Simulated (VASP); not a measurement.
# VH (Fm-3m) in VASP: notebook

The runs below take VH through single point, with PBEsol.

Everything below comes from runs of VASP 6.6.1. Logs are shortened: lines on timing, memory, paths and dates and some standing lists are left out, and cuts for length are marked.

## (1) The cell of the first run

Symmetry: Fm-3m, No. 225, cubic system. Conventional cell: a = 3.928 Å, b = 3.928 Å, c = 3.928 Å, α = 90.00°, β = 90.00°, γ = 90.00°. V (site symmetry m-3m) has 6 H at 1.96 Å within 2.6 Å. Within 2.6 Å of H (site symmetry m-3m) lie 6 V at 1.96 Å.

## (2) Single point, PBEsol, collinear spin, ferromagnetic start

The input, INCAR:

```
PREC = Accurate
ENCUT = 500
EDIFF = 1E-6
ISMEAR = 1
SIGMA = 0.2
LREAL = F
LASPH = T
NELM = 200
ALGO = Normal
ISIF = 2
LWAVE = F
LCHARG = T
ISPIN = 2
MAGMOM = 2 0
LORBIT = 11
LMAXMIX = 4
GGA = PS
LELF = T
LVHAR = T
NBANDS = 18
GGA_COMPAT = F
```

The input, KPOINTS:

```
regular mesh
0
Gamma
  4 4 4
```

The input, POSCAR:

```
VH
1.0
    0.0000000000      1.9637535000      1.9637535000
    1.9637535000      0.0000000000      1.9637535000
    1.9637535000      1.9637535000      0.0000000000
V H
1 1
Direct
    0.0000000000      0.0000000000      0.0000000000
    0.5000000000      0.5000000000      0.5000000000
```

Potentials or basis: VASP PAW PBE potentials, release 64 (V_sv, H).

Launch:

```bash
$ cat potpaw_PBE.64/V_sv/POTCAR potpaw_PBE.64/H/POTCAR > POTCAR
$ mpirun -np 1 vasp_std > vasp.out
```

OUTCAR:

```text
PREC = Accurate
   ENCUT = 500
   EDIFF = 1E-6
   ISMEAR = 1
   LREAL = F
   LASPH = T
   NELM = 200
   ISIF = 2
   ISPIN = 2
   LORBIT = 11
   GGA = PS

 ion  position               nearest neighbor table
   1  0.000  0.000  0.000-
   2  0.500  0.500  0.500-

  LATTYP: Found a face centered cubic cell.
 ALAT       =     3.9275070000

  Lattice vectors:

 A1 = (   0.0000000000,   1.9637535000,   1.9637535000)
 A2 = (   1.9637535000,   0.0000000000,   1.9637535000)
 A3 = (   1.9637535000,   1.9637535000,   0.0000000000)

Analysis of symmetry for initial positions (statically):
=====================================================================
 Subroutine PRICEL returns:
 Original cell was already a primitive cell.

 Routine SETGRP: Setting up the symmetry group for a
 face centered cubic supercell.

 Subroutine GETGRP returns: Found 48 space group operations
 (whereof 48 operations were pure point group operations)
 out of a pool of 48 trial point group operations.

The static configuration has the point symmetry O_h .

Analysis of symmetry for dynamics (positions and initial velocities):
=====================================================================
 Subroutine PRICEL returns:
 Original cell was already a primitive cell.

 Routine SETGRP: Setting up the symmetry group for a
 face centered cubic supercell.

 Subroutine GETGRP returns: Found 48 space group operations
 (whereof 48 operations were pure point group operations)
 out of a pool of 48 trial point group operations.

The dynamic configuration has the point symmetry O_h .

Analysis of structural, dynamic, and magnetic symmetry:
=====================================================================
 Subroutine PRICEL returns:
 Original cell was already a primitive cell.

 Routine SETGRP: Setting up the symmetry group for a
 face centered cubic supercell.

 Subroutine GETGRP returns: Found 48 space group operations
 (whereof 48 operations were pure point group operations)
 out of a pool of 48 trial point group operations.

The overall configuration has the point symmetry O_h .

 Subroutine INISYM returns: Found 48 space group operations
 (whereof 48 operations are pure point group operations),
 and found     1 'primitive' translations

----------------------------------------------------------------------------------------

                                     Primitive cell

  volume of cell :      15.1458

  direct lattice vectors                    reciprocal lattice vectors
     0.000000000  1.963753500  1.963753500    -0.254614441  0.254614441  0.254614441
     1.963753500  0.000000000  1.963753500     0.254614441 -0.254614441  0.254614441
     1.963753500  1.963753500  0.000000000     0.254614441  0.254614441 -0.254614441

  length of vectors
     2.777166833  2.777166833  2.777166833     0.441005148  0.441005148  0.441005148

  position of ions in fractional coordinates (direct lattice)
     0.000000000  0.000000000  0.000000000
     0.500000000  0.500000000  0.500000000

  ion indices of the primitive-cell ions
   primitive index   ion index
                 1           1
                 2           2

----------------------------------------------------------------------------------------

 KPOINTS: regular mesh

Automatic generation of k-mesh.
 Grid dimensions read from file:
 generate k-points for:    4    4    4

 Generating k-lattice:

  Cartesian coordinates                     Fractional coordinates (reciprocal lattice)
    -0.063653610  0.063653610  0.063653610     0.250000000  0.000000000  0.000000000
     0.063653610 -0.063653610  0.063653610     0.000000000  0.250000000  0.000000000
     0.063653610  0.063653610 -0.063653610     0.000000000  0.000000000  0.250000000

  Length of vectors
     0.110251287  0.110251287  0.110251287

  Shift w.r.t. Gamma in fractional coordinates (k-lattice)
     0.000000000  0.000000000  0.000000000

 Subroutine IBZKPT returns following result:
 ===========================================

 Found      8 irreducible k-points:

 Following reciprocal coordinates:
            Coordinates               Weight
  0.000000  0.000000  0.000000      1.000000
  0.250000  0.000000  0.000000      8.000000
  0.500000  0.000000  0.000000      4.000000
  0.250000  0.250000  0.000000      6.000000
  0.500000  0.250000  0.000000     24.000000
 -0.250000  0.250000  0.000000     12.000000
  0.500000  0.500000  0.000000      3.000000
 -0.250000  0.500000  0.250000      6.000000
   k-points           NKPTS =      8   k-points in BZ     NKDIM =      8   number of bands    NBANDS=     18
   number of dos      NEDOS =    301   number of ions     NIONS =      2
   total plane-waves  NPLWV =   8000
   dimension x,y,z NGX =    20 NGY =   20 NGZ =   20
   dimension x,y,z NGXF=    40 NGYF=   40 NGZF=   40
   ions per type =               1   1
   NGX,Y,Z   is equivalent  to a cutoff of  11.97, 11.97, 11.97 a.u.
   NGXF,Y,Z  is equivalent  to a cutoff of  23.94, 23.94, 23.94 a.u.
 SYSTEM =  unknown system
   PREC   = accura    normal or accurate (medium, high low for compatibility)
   ISTART =      0    job   : 0-new  1-cont  2-samecut
   ICHARG =      2    charge: 1-file 2-atom 10-const
   ISPIN  =      2    spin polarized calculation?
   LNONCOLLINEAR =      F non collinear calculations
   LSORBIT =      F    spin-orbit coupling
   LASPH  =      T    aspherical Exc in radial PAW
   ENCUT  =  500.0 eV  36.75 Ry    6.06 a.u.   5.06  5.06  5.06*2*pi/ulx,y,z
   NELM   =    200;   NELMIN=  2; NELMDL= -5     # of ELM steps
   EDIFF  = 0.1E-05   stopping-criterion for ELM
   LREAL  =      F    real-space projection
   EDIFFG = 0.1E-04   stopping-criterion for IOM
   NSW    =      0    number of steps for IOM
   IBRION =     -1    ionic relax: 0-MD 1-quasi-New 2-CG
   NFREE  =      0    steps in history (QN), initial steepest desc. (CG)
   ISIF   =      2    stress and relaxation
   ISYM   =      2    0-nonsym 1-usesym 2-fastsym
   POTIM  = 0.5000    time-step for ionic-motion
   TEBEG  =    0.0;   TEEND  =   0.0 temperature during run
   PSTRESS=    0.0 pullay stress
   NELECT =      14.0000    total number of electrons
   NUPDOWN=      -1.0000    fix difference up-down
   EMIN   =  10.00;   EMAX   =-10.00  energy-range for DOS
   EFERMI =   0.00;   METHOD = LEGACY
   ISMEAR =     1;   SIGMA  =   0.20  broadening in eV -4-tet -1-fermi 0-gaus
   EFERMI_NEDOS =   21; number of points for ismear=-14 and -15
   IALGO  =     38    algorithm
   IMIX   =      4    mixing-type and parameters
     AMIX     =   0.40;   BMIX     =  1.00
     AMIX_MAG =   1.60;   BMIX_MAG =  1.00
  volume/ion in A,a.u.               =       7.57        51.10
  Fermi-wavevector in a.u.,A,eV,Ry     =   1.594730  3.013603 34.601850  2.543164
  Thomas-Fermi vector in A             =   2.692759
   LORBIT       =     11    0 simple, 1 ext, 2 COOP (PROOUT), +10 PAW based schemes
   GGA     = PS    functional components
   LHFCALC =     F    Hartree Fock is set to
   AEXX    =    0.0000 exact exchange contribution
   IVDW    =     0    specifies the selected vdW correction
   LEPSILON=     F    determine dielectric tensor
   LRPA    =     F    only Hartree local field effects (RPA)
 spin polarized calculation
 Methfessel and Paxton  Order N= 1 SIGMA  =   0.20
  energy-cutoff  :      500.00
  volume of cell :       15.15
 maximum number of plane-waves:       396
   NGX = 11   NGY = 11   NGZ = 11

 number of electron      13.9999998 magnetization       0.0003497

 Free energy of the ion-electron system (eV)
  ---------------------------------------------------
  ext. energy  EPLUGINS =         0.00000000
  ---------------------------------------------------
  free energy    TOTEN  =       -13.43274739 eV

  energy without entropy =      -13.42320536  energy(sigma->0) =      -13.42956671

 E-fermi :   9.7954     XC(G=0): -13.1169

 val. band max:        9.6947760241   @ k =   0.0000   0.0000   0.0000
 cond. band min:       9.8195717820   @ k =   0.2500   0.0000   0.0000
 fundamental gap:      0.1247957579
 Fermi energy:         9.7954267568

 spin component 1

 k-point     1 :       0.0000    0.0000    0.0000
  band No.  band energies     occupation
      1     -54.1383      1.00000
      2     -27.7283      1.00000
      3     -27.7283      1.00000
      4     -27.7283      1.00000
      5      -0.7357      1.00000
      6       9.6945      0.87274
[... 10 lines left out ...]
     17      35.2664      0.00000
     18      35.2664      0.00000
[... 127 lines left out ...]
 k-point     8 :      -0.2500    0.5000    0.2500
  band No.  band energies     occupation
      1     -53.9730      1.00000
      2     -28.1541      1.00000
      3     -28.1541      1.00000
      4     -27.9774      1.00000
      5       3.0989      1.00000
      6       8.3531      1.00000
[... 10 lines left out ...]
     17      39.8116      0.00000
     18      45.4945      0.00000
 Fermi energy:         9.7954267568

 spin component 2

 k-point     1 :       0.0000    0.0000    0.0000
  band No.  band energies     occupation
      1     -54.1380      1.00000
      2     -27.7280      1.00000
      3     -27.7280      1.00000
      4     -27.7280      1.00000
      5      -0.7356      1.00000
      6       9.6948      0.87189
[... 10 lines left out ...]
     17      35.2665      0.00000
     18      35.2665      0.00000
[... 127 lines left out ...]
 k-point     8 :      -0.2500    0.5000    0.2500
  band No.  band energies     occupation
      1     -53.9727      1.00000
      2     -28.1538      1.00000
      3     -28.1538      1.00000
      4     -27.9771      1.00000
      5       3.0989      1.00000
      6       8.3533      1.00000
[... 10 lines left out ...]
     17      39.8118      0.00000
     18      45.4946      0.00000

------------------------ aborting loop because EDIFF is reached ----------------------------------------

  FORCE on cell =-STRESS in cart. coord.  units (eV):
  Direction    XX          YY          ZZ          XY          YZ          ZX
  --------------------------------------------------------------------------------------
  -------------------------------------------------------------------------------------
  Total       -0.3850649     -0.3850649     -0.3850649     -0.0000000      0.0000000      0.0000000
  in kB      -40.7336728    -40.7336728    -40.7336728     -0.0000000      0.0000000      0.0000000
  external PRESSURE =     -40.7336728 kB  Pullay stress =       0.0000000 kB

 VOLUME and BASIS-vectors are now :
 -----------------------------------------------------------------------------
  energy-cutoff  :      500.00
  volume of cell :       15.15
      direct lattice vectors                 reciprocal lattice vectors
     0.000000000  1.963753500  1.963753500    -0.254614441  0.254614441  0.254614441
     1.963753500  0.000000000  1.963753500     0.254614441 -0.254614441  0.254614441
     1.963753500  1.963753500  0.000000000     0.254614441  0.254614441 -0.254614441

 POSITION                                       TOTAL-FORCE (eV/Angst)
 -----------------------------------------------------------------------------------
      0.00000      0.00000      0.00000        -0.000000     -0.000000     -0.000000
      1.96375      1.96375      1.96375         0.000000      0.000000      0.000000
 -----------------------------------------------------------------------------------
    total drift:                                0.000000     -0.000000     -0.000000

  FREE ENERGIE OF THE ION-ELECTRON SYSTEM (eV)
  ---------------------------------------------------
  free  energy   TOTEN  =       -13.4327473869 eV

  energy  without entropy=      -13.4232053593  energy(sigma->0) =      -13.42956671

 total charge

# of ion       s       p       d       tot
------------------------------------------
    1        2.276   6.245   3.131  11.652
    2        0.533   0.031   0.000   0.564
--------------------------------------------------
tot          2.809   6.276   3.131  12.216

 magnetization (x)

# of ion       s       p       d       tot
------------------------------------------
    1       -0.000  -0.000   0.000   0.000
    2       -0.000  -0.000   0.000  -0.000
--------------------------------------------------
tot         -0.000  -0.000   0.000   0.000
```

Run time: 9.2 s. Hardware: 1 thread of Intel Xeon 8259CL, shared host; peak memory 0.13 GiB.

Results:

* Free energy: -13.4327 eV
* Pressure: -4.1 GPa
* Band gap on the k mesh: zero (filled and empty bands overlap)
* Net moment: 0.00 μB per cell
* Valence electrons inside the program's atomic spheres: V 11.65; H 0.56

Caveat: the k points lie up to 0.69 Å⁻¹ apart, too coarse for converged energies and pressures of a metal; the moments typed at the start vanished in this run; the PAW data sets were made with another functional, which shifts forces and pressure a little.

[end of part 1 of 2]

The gap in the log of VASP goes by the Fermi energy; the results here count the filled bands.